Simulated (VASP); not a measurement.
Wanted: the native input for a VASP 6.6.1 run.

| Quantity | Value |
| --- | --- |
| Task | single point |
| Functional | PBE |
| Potentials or basis | VASP PAW PBE potentials, release 64 (Al) |
| Cutoff | 500 eV |
| k mesh | 18 × 18 × 18 |
| Occupations | gaussian, width 0.1 eV |
| Spin | no spin polarisation |
| Dipole correction | no |
| Further INCAR settings | ALGO = Normal; EDIFF = 1e-06; NBANDS = 8 |

The structure of Al lies in POSCAR:

```
Al
1.0
    0.0000000000      2.0794971228      2.0794971228
    2.0794971228      0.0000000000      2.0794971228
    2.0794971228      2.0794971228      0.0000000000
Al
1
Direct
    0.0000000000      0.0000000000      0.0000000000
```

This cell differs from its parent crystal: volume scaled by 1.09.

The input as run:

INCAR

```
SYSTEM = Al
ALGO     = Normal         ! electronic algorithm
EDIFF    = 1E-6           ! SCF threshold, eV
ENCUT    = 500            ! plane-wave cutoff, eV
GGA      = PE             ! functional
GGA_COMPAT= .FALSE.      
ISIF     = 2              ! what is computed and relaxed
ISMEAR   = 0              ! smearing method
LASPH    = .TRUE.         ! aspherical terms in the spheres
LCHARG   = .FALSE.        ! write CHGCAR
LREAL    = .FALSE.        ! projectors in reciprocal space
LWAVE    = .FALSE.        ! write WAVECAR
NBANDS   = 8              ! bands
NELM     = 120            ! most SCF steps
PREC     = Accurate       ! precision mode
SIGMA    = 0.1            ! smearing width, eV
```

KPOINTS

```
k-points
0
G
  18 18 18
  0 0 0
```

Potentials or basis: VASP PAW PBE potentials, release 64 (Al).

Launch:

```bash
$ cat potpaw_PBE.64/Al/POTCAR > POTCAR
$ mpirun -np 1 vasp_std > vasp.out
```

It gave:

The pressure is -5.5 GPa.

Run time: 33 s on 1 thread of AMD EPYC 7R43 64-Core Processor (Zen 3) (shared host), peak memory 0.11 GiB.
